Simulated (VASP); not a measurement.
## MnO2: single point with PBEsol

Crystal: MnO2.

```
Mn O
1.0
     0.00000    4.01999    4.01999
     4.01999    0.00000    4.01999
     4.01999    4.01999    0.00000
Mn O
4 8
Direct
  0.12500 0.12500 0.12500
  0.12500 0.12500 0.62500
  0.62500 0.12500 0.12500
  0.12500 0.62500 0.12500
  0.36095 0.36095 0.36095
  0.36095 0.36095 0.91714
  0.91714 0.36095 0.36095
  0.36095 0.91714 0.36095
  0.88905 0.88905 0.33286
  0.88905 0.88905 0.88905
  0.88905 0.33286 0.88905
  0.33286 0.88905 0.88905
```

| Quantity | Value |
| --- | --- |
| Program | VASP 6.6.1 |
| Task | single point |
| Functional | PBEsol |
| Potentials or basis | VASP PAW PBE potentials, release 64 (Mn_pv, O) |
| Cutoff | 520 eV |
| k mesh | 5 × 5 × 5 |
| Occupations | fermi-dirac, width 0.05 eV |
| Spin | collinear spin, ferromagnetic start |
| Starting moments | [5.0, 5.0, 5.0, 5.0, 0.0, 0.0, 0.0, 0.0, 0.0, 0.0, 0.0, 0.0] μB |
| Fixed moment | 20 μB |
| Dipole correction | no |
| Further INCAR settings | ALGO = Normal; EDIFF = 1e-06; NBANDS = 66 |

```yaml
Pressure: 32.5 GPa
Largest_force: 1.260 eV/Å
Net_moment: 20.00 μB per cell
Site_moments: Mn +3.56; O +0.55 μB
Valence_electrons_inside_the_program's_atomic_spheres: Mn 11.88; O 4.95
```

Forces in eV/Å, atoms in the order of the input:
```
Mn   0.000  0.000  0.000
Mn   0.000  0.000  0.000
Mn   0.000  0.000  0.000
Mn   0.000  0.000  0.000
O    0.728  0.728  0.728
O   -0.728 -0.728  0.728
O    0.728 -0.728 -0.728
O   -0.728  0.728 -0.728
O    0.728  0.728 -0.728
O   -0.728 -0.728 -0.728
O    0.728 -0.728  0.728
O   -0.728  0.728  0.728
```

Run time: 3.6 min on 1 thread of Intel(R) Xeon(R) Platinum 8259CL CPU @ 2.50GHz (Skylake/Cascade Lake), with other jobs on the host, peak memory 0.36 GiB.

Caveat: the cell stands under pressure; the PAW data sets were made with another functional, which shifts forces and pressure a little; the total moment is fixed, so each spin has its own Fermi level; only a ferromagnetic start was run, and an antiferromagnetic order may lie lower in energy.
